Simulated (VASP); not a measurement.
# Si7B (P-4m2) in VASP: a series of runs

Si7B is run at these levels: PBE; tasks: single point.

Program: VASP 6.6.1. These are calculated values, not measurements. Logs are shortened: lines on timing, memory, paths and dates and some standing lists are left out, and cuts for length are marked.

## (1) The cell of the first run

Symmetry: P-4m2, No. 115, tetragonal system. Conventional cell: a = 3.695 Å, b = 3.695 Å, c = 10.744 Å, α = 90.00°, β = 90.00°, γ = 90.00°. Si (site symmetry -4m2) has 4 Si at 2.34 Å within 3.1 Å. Within 3.1 Å of Si (site symmetry 2mm) lie 4 Si at 2.32 to 2.34 Å. Within 2.8 Å of Si (site symmetry 2mm) lie 2 B at 2.10 Å and 2 Si at 2.40 Å. Si (site symmetry 2mm) has 4 Si at 2.32 to 2.40 Å within 3.1 Å. Within 2.8 Å of B (site symmetry -4m2) lie 4 Si at 2.10 Å.

## (2) Single point, PBE

File INCAR:

```
PREC = Accurate
ENCUT = 520
EDIFF = 1E-6
ISMEAR = 0
SIGMA = 0.2
LREAL = F
LASPH = T
NELM = 100
ALGO = Normal
ISIF = 2
LWAVE = F
LCHARG = F
GGA = PE
NBANDS = 26
```

File KPOINTS:

```
Automatic mesh
0
Gamma
  4 4 2
```

File POSCAR:

```
Si7B
1.0
    3.6949636853      0.0000000000      0.0000000000
    0.0000000000      3.6949636853      0.0000000000
    0.0000000000      0.0000000000     10.7442092706
Si B
7 1
Direct
    0.0000000000      0.0000000000      0.5000000000
    0.0000000000      0.5000000000      0.3662568023
    0.5000000000      0.0000000000      0.6337431977
    0.0000000000      0.5000000000      0.9061246610
    0.5000000000      0.0000000000      0.0938753390
    0.5000000000      0.5000000000      0.7639451402
    0.5000000000      0.5000000000      0.2360548598
    0.0000000000      0.0000000000      0.0000000000
```

Potentials or basis: VASP PAW PBE potentials, release 64 (Si, B).

The run is started by

```console
> cat potpaw_PBE.64/Si/POTCAR potpaw_PBE.64/B/POTCAR > POTCAR
> mpirun -np 1 vasp_std > vasp.out
```

OUTCAR:

```text
PREC = Accurate
   ENCUT = 520
   EDIFF = 1E-6
   ISMEAR = 0
   LREAL = F
   LASPH = T
   NELM = 100
   ISIF = 2
   GGA = PE

 ion  position               nearest neighbor table
   1  0.000  0.000  0.500-   2 2.34   3 2.34   2 2.34   3 2.34
   2  0.000  0.500  0.366-   7 2.32   7 2.32   1 2.34   1 2.34
   3  0.500  0.000  0.634-   6 2.32   6 2.32   1 2.34   1 2.34
   4  0.000  0.500  0.906-   8 2.10   8 2.10   6 2.40   6 2.40
   5  0.500  0.000  0.094-   8 2.10   8 2.10   7 2.40   7 2.40
   6  0.500  0.500  0.764-   3 2.32   3 2.32   4 2.40   4 2.40
   7  0.500  0.500  0.236-   2 2.32   2 2.32   5 2.40   5 2.40
   8  0.000  0.000  0.000-   4 2.10   5 2.10   4 2.10   5 2.10

  LATTYP: Found a simple tetragonal cell.
 ALAT       =     3.6949636853
 C/A-ratio  =     2.9077983400

  Lattice vectors:

 A1 = (   3.6949636853,   0.0000000000,   0.0000000000)
 A2 = (   0.0000000000,   3.6949636853,   0.0000000000)
 A3 = (   0.0000000000,   0.0000000000,  10.7442092706)

Analysis of symmetry for initial positions (statically):
=====================================================================
 Subroutine PRICEL returns:
 Original cell was already a primitive cell.

 Routine SETGRP: Setting up the symmetry group for a
 simple tetragonal supercell.

 Subroutine GETGRP returns: Found  8 space group operations
 (whereof  8 operations were pure point group operations)
 out of a pool of 16 trial point group operations.

The static configuration has the point symmetry D_2d.

Analysis of symmetry for dynamics (positions and initial velocities):
=====================================================================
 Subroutine PRICEL returns:
 Original cell was already a primitive cell.

 Routine SETGRP: Setting up the symmetry group for a
 simple tetragonal supercell.

 Subroutine GETGRP returns: Found  8 space group operations
 (whereof  8 operations were pure point group operations)
 out of a pool of 16 trial point group operations.

The dynamic configuration has the point symmetry D_2d.

 Subroutine INISYM returns: Found  8 space group operations
 (whereof  8 operations are pure point group operations),
 and found     1 'primitive' translations

----------------------------------------------------------------------------------------

                                     Primitive cell

  volume of cell :     146.6881

  direct lattice vectors                    reciprocal lattice vectors
     3.694963685  0.000000000  0.000000000     0.270638654  0.000000000  0.000000000
     0.000000000  3.694963685  0.000000000     0.000000000  0.270638654  0.000000000
     0.000000000  0.000000000 10.744209271     0.000000000  0.000000000  0.093073392

  length of vectors
     3.694963685  3.694963685 10.744209271     0.270638654  0.270638654  0.093073392

  position of ions in fractional coordinates (direct lattice)
     0.000000000  0.000000000  0.500000000
     0.000000000  0.500000000  0.366256802
     0.500000000  0.000000000  0.633743198
     0.000000000  0.500000000  0.906124661
     0.500000000  0.000000000  0.093875339
     0.500000000  0.500000000  0.763945140
     0.500000000  0.500000000  0.236054860
     0.000000000  0.000000000  0.000000000

  ion indices of the primitive-cell ions
   primitive index   ion index
                 1           1
                 2           2
                 3           3
                 4           4
                 5           5
                 6           6
                 7           7
                 8           8

----------------------------------------------------------------------------------------

 KPOINTS: Automatic mesh

Automatic generation of k-mesh.
 Grid dimensions read from file:
 generate k-points for:    4    4    2

 Generating k-lattice:

  Cartesian coordinates                     Fractional coordinates (reciprocal lattice)
     0.067659664  0.000000000  0.000000000     0.250000000  0.000000000  0.000000000
     0.000000000  0.067659664  0.000000000     0.000000000  0.250000000  0.000000000
     0.000000000  0.000000000  0.046536696     0.000000000  0.000000000  0.500000000

  Length of vectors
     0.067659664  0.067659664  0.046536696

  Shift w.r.t. Gamma in fractional coordinates (k-lattice)
     0.000000000  0.000000000  0.000000000

 Subroutine IBZKPT returns following result:
 ===========================================

 Found     12 irreducible k-points:

 Following reciprocal coordinates:
            Coordinates               Weight
  0.000000  0.000000  0.000000      1.000000
  0.250000  0.000000  0.000000      4.000000
  0.500000  0.000000  0.000000      2.000000
  0.250000  0.250000  0.000000      4.000000
  0.500000  0.250000  0.000000      4.000000
  0.500000  0.500000  0.000000      1.000000
  0.000000  0.000000  0.500000      1.000000
  0.250000  0.000000  0.500000      4.000000
  0.500000  0.000000  0.500000      2.000000
  0.250000  0.250000  0.500000      4.000000
  0.500000  0.250000  0.500000      4.000000
  0.500000  0.500000  0.500000      1.000000
   k-points           NKPTS =     12   k-points in BZ     NKDIM =     12   number of bands    NBANDS=     26
   number of dos      NEDOS =    301   number of ions     NIONS =      8
   total plane-waves  NPLWV =  62720
   dimension x,y,z NGX =    28 NGY =   28 NGZ =   80
   dimension x,y,z NGXF=    56 NGYF=   56 NGZF=  160
   ions per type =               7   1
   NGX,Y,Z   is equivalent  to a cutoff of  12.60, 12.60, 12.38 a.u.
   NGXF,Y,Z  is equivalent  to a cutoff of  25.20, 25.20, 24.76 a.u.
 SYSTEM =  unknown system
   PREC   = accura    normal or accurate (medium, high low for compatibility)
   ISTART =      0    job   : 0-new  1-cont  2-samecut
   ICHARG =      2    charge: 1-file 2-atom 10-const
   ISPIN  =      1    spin polarized calculation?
   LNONCOLLINEAR =      F non collinear calculations
   LSORBIT =      F    spin-orbit coupling
   LASPH  =      T    aspherical Exc in radial PAW
   ENCUT  =  520.0 eV  38.22 Ry    6.18 a.u.   6.87  6.87 19.98*2*pi/ulx,y,z
   NELM   =    100;   NELMIN=  2; NELMDL= -5     # of ELM steps
   EDIFF  = 0.1E-05   stopping-criterion for ELM
   LREAL  =      F    real-space projection
[... 7 lines left out ...]
   TEBEG  =    0.0;   TEEND  =   0.0 temperature during run
   PSTRESS=    0.0 pullay stress
   NELECT =      31.0000    total number of electrons
   NUPDOWN=      -1.0000    fix difference up-down
   EMIN   =  10.00;   EMAX   =-10.00  energy-range for DOS
   EFERMI =   0.00;   METHOD = LEGACY
   ISMEAR =     0;   SIGMA  =   0.20  broadening in eV -4-tet -1-fermi 0-gaus
   EFERMI_NEDOS =   21; number of points for ismear=-14 and -15
   IALGO  =     38    algorithm
   IMIX   =      4    mixing-type and parameters
     AMIX     =   0.40;   BMIX     =  1.00
     AMIX_MAG =   1.60;   BMIX_MAG =  1.00
  volume/ion in A,a.u.               =      18.34       123.74
  Fermi-wavevector in a.u.,A,eV,Ry     =   0.975133  1.842734 12.937564  0.950884
  Thomas-Fermi vector in A             =   2.105648
   LORBIT       =      0    0 simple, 1 ext, 2 COOP (PROOUT), +10 PAW based schemes
   GGA     = PE    functional components
   LHFCALC =     F    Hartree Fock is set to
   AEXX    =    0.0000 exact exchange contribution
   IVDW    =     0    specifies the selected vdW correction
   LEPSILON=     F    determine dielectric tensor
   LRPA    =     F    only Hartree local field effects (RPA)
 non-spin polarized calculation
 Gauss-broadening in eV      SIGMA  =   0.20
  energy-cutoff  :      520.00
  volume of cell :      146.69
 maximum number of plane-waves:      3996
 NGX is ok and might be reduce to    28
   NGX = 13   NGY = 13   NGZ = 39

 number of electron      31.0000000 magnetization

 Free energy of the ion-electron system (eV)
  ---------------------------------------------------
  ext. energy  EPLUGINS =         0.00000000
  ---------------------------------------------------
  free energy    TOTEN  =       -43.46028422 eV

  energy without entropy =      -43.43477347  energy(sigma->0) =      -43.44752885

 E-fermi :   5.6424     XC(G=0):  -9.5998

 val. band max:        5.4503814914   @ k =   0.5000   0.0000   0.0000
 cond. band min:       5.7520840023   @ k =   0.2500   0.0000   0.5000
 fundamental gap:      0.3017025109
 Fermi energy:         5.6424319974

 k-point     1 :       0.0000    0.0000    0.0000
  band No.  band energies     occupation
      1      -6.2381      2.00000
      2      -5.1657      2.00000
      3      -5.0483      2.00000
      4      -1.9387      2.00000
      5      -1.8712      2.00000
      6       2.5509      2.00000
[... 18 lines left out ...]
     25       9.5705      0.00000
     26       9.9932      0.00000

 k-point     2 :       0.2500    0.0000    0.0000
  band No.  band energies     occupation
      1      -5.6562      2.00000
      2      -4.6321      2.00000
      3      -4.5323      2.00000
      4      -2.1982      2.00000
      5      -1.3069      2.00000
      6       0.5402      2.00000
[... 18 lines left out ...]
     25      10.6163      0.00000
     26      10.7073      0.00000

 k-point     3 :       0.5000    0.0000    0.0000
  band No.  band energies     occupation
      1      -4.1081      2.00000
      2      -4.0941      2.00000
      3      -3.6786      2.00000
      4      -3.4697      2.00000
      5      -1.3476      2.00000
      6      -0.9928      2.00000
[... 18 lines left out ...]
     25      11.0471      0.00000
     26      11.0674      0.00000

 k-point     4 :       0.2500    0.2500    0.0000
  band No.  band energies     occupation
      1      -5.0732      2.00000
      2      -4.0908      2.00000
      3      -4.0037      2.00000
      4      -1.6111      2.00000
      5      -1.5943      2.00000
      6       0.5825      2.00000
[... 18 lines left out ...]
     25      11.3302      0.00000
     26      11.4743      0.00000

 k-point     5 :       0.5000    0.2500    0.0000
  band No.  band energies     occupation
      1      -3.5098      2.00000
      2      -3.5039      2.00000
      3      -3.0949      2.00000
      4      -2.9144      2.00000
      5      -1.0239      2.00000
      6      -0.7707      2.00000
[... 18 lines left out ...]
     25      12.1511      0.00000
     26      12.5564      0.00000

 k-point     6 :       0.5000    0.5000    0.0000
  band No.  band energies     occupation
      1      -1.8845      2.00000
      2      -1.8749      2.00000
      3      -1.8749      2.00000
      4      -1.8065      2.00000
      5      -1.5677      2.00000
      6      -1.5210      2.00000
[... 18 lines left out ...]
     25      10.9120      0.00000
     26      11.3141      0.00000

 k-point     7 :       0.0000    0.0000    0.5000
  band No.  band energies     occupation
      1      -6.0154      2.00000
      2      -5.8860      2.00000
      3      -3.8436      2.00000
      4      -3.6316      2.00000
      5       0.2267      2.00000
      6       0.3161      2.00000
[... 18 lines left out ...]
     25      10.4119      0.00000
     26      10.4119      0.00000

 k-point     8 :       0.2500    0.0000    0.5000
  band No.  band energies     occupation
      1      -5.4475      2.00000
      2      -5.3122      2.00000
      3      -3.4585      2.00000
      4      -3.2275      2.00000
      5      -0.5423      2.00000
      6      -0.1675      2.00000
[... 18 lines left out ...]
     25      10.7731      0.00000
     26      11.1202      0.00000

 k-point     9 :       0.5000    0.0000    0.5000
  band No.  band energies     occupation
      1      -4.0704      2.00000
      2      -4.0289      2.00000
      3      -3.8039      2.00000
      4      -3.5222      2.00000
      5      -0.8115      2.00000
      6      -0.6651      2.00000
[... 18 lines left out ...]
     25      10.1841      0.00000
     26      10.3139      0.00000

 k-point    10 :       0.2500    0.2500    0.5000
  band No.  band energies     occupation
      1      -4.8764      2.00000
      2      -4.7376      2.00000
      3      -2.9777      2.00000
      4      -2.8152      2.00000
      5      -0.5238      2.00000
      6      -0.4065      2.00000
[... 18 lines left out ...]
     25      11.0951      0.00000
     26      11.3435      0.00000

 k-point    11 :       0.5000    0.2500    0.5000
  band No.  band energies     occupation
      1      -3.4800      2.00000
      2      -3.4326      2.00000
      3      -3.2168      2.00000
      4      -2.9662      2.00000
      5      -0.6072      2.00000
      6      -0.5725      2.00000
[... 18 lines left out ...]
     25      11.4876      0.00000
     26      11.9493      0.00000

 k-point    12 :       0.5000    0.5000    0.5000
  band No.  band energies     occupation
      1      -1.8789      2.00000
      2      -1.8531      2.00000
      3      -1.8531      2.00000
      4      -1.7395      2.00000
      5      -1.6497      2.00000
      6      -1.5532      2.00000
[... 18 lines left out ...]
     25      13.4217      0.00000
     26      13.4349      0.00000

------------------------ aborting loop because EDIFF is reached ----------------------------------------

  FORCE on cell =-STRESS in cart. coord.  units (eV):
  Direction    XX          YY          ZZ          XY          YZ          ZX
  --------------------------------------------------------------------------------------
  -------------------------------------------------------------------------------------
  Total       -0.0453648     -0.0453648     -0.1004684      0.0000000      0.0000000      0.0000000
  in kB       -0.4954899     -0.4954899     -1.0973498      0.0000000      0.0000000      0.0000000
  external PRESSURE =      -0.6961099 kB  Pullay stress =       0.0000000 kB

 VOLUME and BASIS-vectors are now :
 -----------------------------------------------------------------------------
  energy-cutoff  :      520.00
  volume of cell :      146.69
      direct lattice vectors                 reciprocal lattice vectors
     3.694963685  0.000000000  0.000000000     0.270638654  0.000000000  0.000000000
     0.000000000  3.694963685  0.000000000     0.000000000  0.270638654  0.000000000
     0.000000000  0.000000000 10.744209271     0.000000000  0.000000000  0.093073392

 POSITION                                       TOTAL-FORCE (eV/Angst)
 -----------------------------------------------------------------------------------
      0.00000      0.00000      5.37210        -0.000000      0.000000      0.000000
      0.00000      1.84748      3.93514        -0.000000      0.000000      0.003696
      1.84748      0.00000      6.80907        -0.000000      0.000000     -0.003696
      0.00000      1.84748      9.73559        -0.000000      0.000000     -0.007480
      1.84748      0.00000      1.00862        -0.000000      0.000000      0.007480
      1.84748      1.84748      8.20799         0.000000     -0.000000     -0.004086
      1.84748      1.84748      2.53622        -0.000000     -0.000000      0.004086
      0.00000      0.00000      0.00000        -0.000000      0.000000      0.000000
 -----------------------------------------------------------------------------------
    total drift:                               -0.000000      0.000000     -0.000000

  FREE ENERGIE OF THE ION-ELECTRON SYSTEM (eV)
  ---------------------------------------------------
  free  energy   TOTEN  =       -43.4602842235 eV

  energy  without entropy=      -43.4347734683  energy(sigma->0) =      -43.44752885
```

It took 18 s on 1 thread of Intel Xeon 6975P-C (Granite Rapids), shared host; peak memory 0.23 GiB.

Results:

```yaml
Free_energy: -43.4603 eV
Pressure: -0.1 GPa
Largest_force: 0.007 eV/Å
Band_gap_on_the_k_mesh: zero (an odd number of electrons rules out a gap without spin polarisation)
```

Forces on the atoms (eV/Å):
```
Si   0.000  0.000  0.000
Si   0.000  0.000  0.004
Si   0.000  0.000 -0.004
Si   0.000  0.000 -0.007
Si   0.000  0.000  0.007
Si   0.000  0.000 -0.004
Si   0.000  0.000  0.004
B    0.000  0.000  0.000
```

Caveat: the k points lie up to 0.43 Å⁻¹ apart, too coarse for converged energies and pressures of a metal.

(Part 1 of 2 ends here.)

The gap in the log of VASP goes by the Fermi energy; the results here count the filled bands.